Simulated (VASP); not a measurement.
Li: single point with PBE

The system is Li.

```
Li
1.0
     2.27952    0.00000    0.00000
    -1.13976    1.97412    0.00000
     0.00000    0.00000    3.78740
Li
2
Cartesian
  0.0000 1.3161 0.9469
  1.1398 0.6580 2.8406
```

```json
{"Program": "VASP 6.6.1", "Task": "single point", "Functional": "PBE", "Potentials or basis": "VASP PAW PBE potentials, release 64 (Li_sv)", "Cutoff": "520 eV", "k mesh": "19 × 19 × 10", "Occupations": "fermi-dirac, width 0.08 eV", "Spin": "no spin polarisation"}
```

```yaml
Band_gap_on_the_k_mesh: zero (band 3 reaches 7.33 eV, above the bottom of band 4 at 1.28 eV)
```

Levels at points of the mesh, in eV from the Fermi level:
```tsv
k point	band 1	band 2	band 3	band 4	band 5	band 6	band 7
(0.00, 0.00, 0.00)	-45.76	-45.40	-3.99	-0.80	7.24	22.84	22.84
(0.00, 0.00, 0.50)	-45.58	-45.58	-2.92	-2.92	14.24	14.24	24.51
```

Run time: 27 s on 1 thread of Intel Xeon 6975P-C, on a shared host, peak memory 0.14 GiB.
